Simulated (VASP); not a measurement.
# BAs (ha.bA) (F-43m) in VASP: single point with PBE

Aim: the single point of BAs (ha.bA) with PBE.

All numbers are computed with VASP 6.6.1; they aren't measurements. Logs are shortened: lines on timing, memory, paths and dates and some standing lists are left out, and cuts for length are marked.

## Step 1: The cell of the first run

The structure is cubic, space group F-43m (No. 216). Conventional cell: a = 4.809 Å, b = 4.809 Å, c = 4.809 Å, α = 90.00°, β = 90.00°, γ = 90.00°. B (site symmetry -43m) has 4 As at 2.08 Å within 2.8 Å. Within 2.8 Å of As (site symmetry -43m) lie 4 B at 2.08 Å.

## Step 2: Single point, PBE

File INCAR:

```
PREC = Accurate
ENCUT = 500
EDIFF = 1E-6
ISMEAR = 0
SIGMA = 0.02
LREAL = F
LASPH = T
NELM = 120
ALGO = Normal
ISIF = 2
LWAVE = F
LCHARG = T
GGA = PE
LELF = T
LVHAR = T
NBANDS = 11
GGA_COMPAT = F
```

File KPOINTS:

```
regular mesh
0
Gamma
  10 10 10
```

File POSCAR:

```
BAs
1.0
    0.0000000000      2.4045448355      2.4045448355
    2.4045448355      0.0000000000      2.4045448355
    2.4045448355      2.4045448355      0.0000000000
B As
1 1
Direct
    0.0000000000      0.0000000000      0.0000000000
    0.2500000000      0.2500000000      0.2500000000
```

Potentials or basis: VASP PAW PBE potentials, release 64 (B, As).

Started as:

```
cat potpaw_PBE.64/B/POTCAR potpaw_PBE.64/As/POTCAR > POTCAR
mpirun -np 1 vasp_std > vasp.out
```

OUTCAR:

```text
PREC = Accurate
   ENCUT = 500
   EDIFF = 1E-6
   ISMEAR = 0
   LREAL = F
   LASPH = T
   NELM = 120
   ISIF = 2
   GGA = PE

 ion  position               nearest neighbor table
   1  0.000  0.000  0.000-   2 2.08   2 2.08   2 2.08   2 2.08
   2  0.250  0.250  0.250-   1 2.08   1 2.08   1 2.08   1 2.08

  LATTYP: Found a face centered cubic cell.
 ALAT       =     4.8090896710

  Lattice vectors:

 A1 = (   0.0000000000,   2.4045448355,   2.4045448355)
 A2 = (   2.4045448355,   0.0000000000,   2.4045448355)
 A3 = (   2.4045448355,   2.4045448355,   0.0000000000)

Analysis of symmetry for initial positions (statically):
=====================================================================
 Subroutine PRICEL returns:
 Original cell was already a primitive cell.

 Routine SETGRP: Setting up the symmetry group for a
 face centered cubic supercell.

 Subroutine GETGRP returns: Found 24 space group operations
 (whereof 24 operations were pure point group operations)
 out of a pool of 48 trial point group operations.

The static configuration has the point symmetry T_d .

Analysis of symmetry for dynamics (positions and initial velocities):
=====================================================================
 Subroutine PRICEL returns:
 Original cell was already a primitive cell.

 Routine SETGRP: Setting up the symmetry group for a
 face centered cubic supercell.

 Subroutine GETGRP returns: Found 24 space group operations
 (whereof 24 operations were pure point group operations)
 out of a pool of 48 trial point group operations.

The dynamic configuration has the point symmetry T_d .

 Subroutine INISYM returns: Found 24 space group operations
 (whereof 24 operations are pure point group operations),
 and found     1 'primitive' translations

----------------------------------------------------------------------------------------

                                     Primitive cell

  volume of cell :      27.8054

  direct lattice vectors                    reciprocal lattice vectors
     0.000000000  2.404544835  2.404544835    -0.207939562  0.207939562  0.207939562
     2.404544835  0.000000000  2.404544835     0.207939562 -0.207939562  0.207939562
     2.404544835  2.404544835  0.000000000     0.207939562  0.207939562 -0.207939562

  length of vectors
     3.400539918  3.400539918  3.400539918     0.360161886  0.360161886  0.360161886

  position of ions in fractional coordinates (direct lattice)
     0.000000000  0.000000000  0.000000000
     0.250000000  0.250000000  0.250000000

  ion indices of the primitive-cell ions
   primitive index   ion index
                 1           1
                 2           2

----------------------------------------------------------------------------------------

 KPOINTS: regular mesh

Automatic generation of k-mesh.
 Grid dimensions read from file:
 generate k-points for:   10   10   10

 Generating k-lattice:

  Cartesian coordinates                     Fractional coordinates (reciprocal lattice)
    -0.020793956  0.020793956  0.020793956     0.100000000  0.000000000  0.000000000
     0.020793956 -0.020793956  0.020793956     0.000000000  0.100000000  0.000000000
     0.020793956  0.020793956 -0.020793956     0.000000000  0.000000000  0.100000000

  Length of vectors
     0.036016189  0.036016189  0.036016189

  Shift w.r.t. Gamma in fractional coordinates (k-lattice)
     0.000000000  0.000000000  0.000000000

 Subroutine IBZKPT returns following result:
 ===========================================

 Found     47 irreducible k-points:

 Following reciprocal coordinates:
            Coordinates               Weight
  0.000000  0.000000  0.000000      1.000000
  0.100000  0.000000  0.000000      8.000000
  0.200000  0.000000  0.000000      8.000000
  0.300000  0.000000  0.000000      8.000000
  0.400000  0.000000  0.000000      8.000000
  0.500000  0.000000  0.000000      4.000000
[... 16 lines left out ...]
  0.300000  0.300000  0.000000      6.000000
  0.400000  0.300000  0.000000     24.000000
 [... further k-points ...]
   k-points           NKPTS =     47   k-points in BZ     NKDIM =     47   number of bands    NBANDS=     11
   number of dos      NEDOS =    301   number of ions     NIONS =      2
   total plane-waves  NPLWV =  21952
   dimension x,y,z NGX =    28 NGY =   28 NGZ =   28
   dimension x,y,z NGXF=    56 NGYF=   56 NGZF=   56
   ions per type =               1   1
   NGX,Y,Z   is equivalent  to a cutoff of  13.69, 13.69, 13.69 a.u.
   NGXF,Y,Z  is equivalent  to a cutoff of  27.38, 27.38, 27.38 a.u.
 SYSTEM =  unknown system
   PREC   = accura    normal or accurate (medium, high low for compatibility)
   ISTART =      0    job   : 0-new  1-cont  2-samecut
   ICHARG =      2    charge: 1-file 2-atom 10-const
   ISPIN  =      1    spin polarized calculation?
   LNONCOLLINEAR =      F non collinear calculations
   LSORBIT =      F    spin-orbit coupling
   LASPH  =      T    aspherical Exc in radial PAW
   ENCUT  =  500.0 eV  36.75 Ry    6.06 a.u.   6.20  6.20  6.20*2*pi/ulx,y,z
   NELM   =    120;   NELMIN=  2; NELMDL= -5     # of ELM steps
   EDIFF  = 0.1E-05   stopping-criterion for ELM
   LREAL  =      F    real-space projection
   EDIFFG = 0.1E-04   stopping-criterion for IOM
   NSW    =      0    number of steps for IOM
   IBRION =     -1    ionic relax: 0-MD 1-quasi-New 2-CG
   NFREE  =      0    steps in history (QN), initial steepest desc. (CG)
   ISIF   =      2    stress and relaxation
   ISYM   =      2    0-nonsym 1-usesym 2-fastsym
   POTIM  = 0.5000    time-step for ionic-motion
   TEBEG  =    0.0;   TEEND  =   0.0 temperature during run
   PSTRESS=    0.0 pullay stress
   NELECT =       8.0000    total number of electrons
   NUPDOWN=      -1.0000    fix difference up-down
   EMIN   =  10.00;   EMAX   =-10.00  energy-range for DOS
   EFERMI =   0.00;   METHOD = LEGACY
   ISMEAR =     0;   SIGMA  =   0.02  broadening in eV -4-tet -1-fermi 0-gaus
   EFERMI_NEDOS =   21; number of points for ismear=-14 and -15
   IALGO  =     38    algorithm
   IMIX   =      4    mixing-type and parameters
     AMIX     =   0.40;   BMIX     =  1.00
     AMIX_MAG =   1.60;   BMIX_MAG =  1.00
  volume/ion in A,a.u.               =      13.90        93.82
  Fermi-wavevector in a.u.,A,eV,Ry     =   1.080758  2.042337 15.892131  1.168039
  Thomas-Fermi vector in A             =   2.216758
   LORBIT       =      0    0 simple, 1 ext, 2 COOP (PROOUT), +10 PAW based schemes
   GGA     = PE    functional components
   LHFCALC =     F    Hartree Fock is set to
   AEXX    =    0.0000 exact exchange contribution
   IVDW    =     0    specifies the selected vdW correction
   LEPSILON=     F    determine dielectric tensor
   LRPA    =     F    only Hartree local field effects (RPA)
 non-spin polarized calculation
 Gauss-broadening in eV      SIGMA  =   0.02
  energy-cutoff  :      500.00
  volume of cell :       27.81
 maximum number of plane-waves:       725
 NGX is ok and might be reduce to    28
   NGX = 13   NGY = 13   NGZ = 13

 number of electron       8.0000000 magnetization

 Free energy of the ion-electron system (eV)
  ---------------------------------------------------
  ext. energy  EPLUGINS =         0.00000000
  ---------------------------------------------------
  free energy    TOTEN  =       -11.41314885 eV

  energy without entropy =      -11.41314885  energy(sigma->0) =      -11.41314885

 E-fermi :   6.0352     XC(G=0): -10.4974

 val. band max:        5.9065133659   @ k =   0.0000   0.0000   0.0000
 cond. band min:       7.1025557377   @ k =   0.4000   0.4000   0.0000
 fundamental gap:      1.1960423718
 Fermi energy:         6.0351553820

 k-point     1 :       0.0000    0.0000    0.0000
  band No.  band energies     occupation
      1      -9.3130      2.00000
      2       5.9065      2.00000
      3       5.9065      2.00000
      4       5.9065      2.00000
      5       9.1581      0.00000
      6       9.1581      0.00000
      7       9.1581      0.00000
      8      10.3393      0.00000
      9      15.3928      0.00000
     10      18.7763      0.00000
     11      18.7763      0.00000

 k-point     2 :       0.1000    0.0000    0.0000
  band No.  band energies     occupation
      1      -9.1518      2.00000
      2       4.5227      2.00000
      3       5.6119      2.00000
      4       5.6119      2.00000
      5       9.2612      0.00000
      6       9.5468      0.00000
      7       9.5468      0.00000
      8      11.2587      0.00000
      9      16.0237      0.00000
     10      17.7336      0.00000
     11      17.7336      0.00000

 k-point     3 :       0.2000    0.0000    0.0000
  band No.  band energies     occupation
      1      -8.6768      2.00000
      2       2.1899      2.00000
      3       5.0486      2.00000
      4       5.0486      2.00000
      5       9.0158      0.00000
      6      10.2531      0.00000
      7      10.2531      0.00000
      8      12.9242      0.00000
      9      17.0191      0.00000
     10      17.0239      0.00000
     11      17.0239      0.00000

 k-point     4 :       0.3000    0.0000    0.0000
  band No.  band energies     occupation
      1      -7.9251      2.00000
      2      -0.0636      2.00000
      3       4.5493      2.00000
      4       4.5493      2.00000
      5       8.7335      0.00000
      6      10.6594      0.00000
      7      10.6594      0.00000
      8      14.2401      0.00000
      9      17.1384      0.00000
     10      17.4524      0.00000
     11      17.4524      0.00000

 k-point     5 :       0.4000    0.0000    0.0000
  band No.  band energies     occupation
      1      -7.0307      2.00000
      2      -1.9004      2.00000
      3       4.2285      2.00000
      4       4.2285      2.00000
      5       8.5459      0.00000
      6      10.6970      0.00000
      7      10.6970      0.00000
      8      14.7107      0.00000
      9      17.8194      0.00000
     10      18.9352      0.00000
     11      18.9352      0.00000
[... 211 lines left out ...]
 k-point    21 :      -0.3000    0.2000    0.0000
  band No.  band energies     occupation
      1      -6.8201      2.00000
      2      -1.0440      2.00000
      3       1.3725      2.00000
      4       3.9906      2.00000
      5       9.3851      0.00000
      6      11.7818      0.00000
      7      12.0262      0.00000
      8      13.9127      0.00000
      9      16.5447      0.00000
     10      17.8801      0.00000
     11      21.0246      0.00000

 k-point    22 :      -0.2000    0.2000    0.0000
  band No.  band energies     occupation
      1      -7.6669      2.00000
      2       0.4883      2.00000
      3       1.9179      2.00000
      4       4.6378      2.00000
      5       9.7636      0.00000
      6      10.9714      0.00000
      7      11.8343      0.00000
      8      12.8130      0.00000
      9      15.7626      0.00000
     10      18.4026      0.00000
     11      19.8806      0.00000

 k-point    23 :       0.3000    0.3000    0.0000
  band No.  band energies     occupation
      1      -7.4346      2.00000
      2       0.7213      2.00000
      3       2.7844      2.00000
      4       2.7844      2.00000
      5       7.3160      0.00000
      6       9.5520      0.00000
      7      14.2333      0.00000
      8      14.2333      0.00000
      9      16.7262      0.00000
     10      20.7416      0.00000
     11      20.8974      0.00000

 k-point    24 :       0.4000    0.3000    0.0000
  band No.  band energies     occupation
      1      -6.7236      2.00000
      2      -0.4976      2.00000
      3       2.0131      2.00000
      4       2.4928      2.00000
      5       7.6131      0.00000
      6       9.2947      0.00000
      7      14.6002      0.00000
      8      14.8437      0.00000
      9      17.7856      0.00000
     10      21.4686      0.00000
     11      21.6479      0.00000

 [... further k-points ...]

------------------------ aborting loop because EDIFF is reached ----------------------------------------

  FORCE on cell =-STRESS in cart. coord.  units (eV):
  Direction    XX          YY          ZZ          XY          YZ          ZX
  --------------------------------------------------------------------------------------
  -------------------------------------------------------------------------------------
  Total        0.1064525      0.1064525      0.1064525      0.0000000      0.0000000      0.0000000
  in kB        6.1339138      6.1339138      6.1339138      0.0000000      0.0000000      0.0000000
  external PRESSURE =       6.1339138 kB  Pullay stress =       0.0000000 kB

 VOLUME and BASIS-vectors are now :
 -----------------------------------------------------------------------------
  energy-cutoff  :      500.00
  volume of cell :       27.81
      direct lattice vectors                 reciprocal lattice vectors
     0.000000000  2.404544835  2.404544835    -0.207939562  0.207939562  0.207939562
     2.404544835  0.000000000  2.404544835     0.207939562 -0.207939562  0.207939562
     2.404544835  2.404544835  0.000000000     0.207939562  0.207939562 -0.207939562

 POSITION                                       TOTAL-FORCE (eV/Angst)
 -----------------------------------------------------------------------------------
      0.00000      0.00000      0.00000        -0.000000     -0.000000     -0.000000
      1.20227      1.20227      1.20227         0.000000      0.000000      0.000000
 -----------------------------------------------------------------------------------
    total drift:                               -0.000000     -0.000000     -0.000000

  FREE ENERGIE OF THE ION-ELECTRON SYSTEM (eV)
  ---------------------------------------------------
  free  energy   TOTEN  =       -11.4131488471 eV

  energy  without entropy=      -11.4131488471  energy(sigma->0) =      -11.41314885
```

It took 27 s on 1 thread of AMD EPYC 7R13, shared host; peak memory 0.13 GiB.

Results:

```yaml
Free_energy: -11.4131 eV
Pressure: 0.6 GPa
Band_gap_on_the_k_mesh: 1.20 eV, indirect (least direct gap 3.25 eV)
```

A k mesh can miss the band edges. As with any semilocal functional, this PBE gap is likely too small.
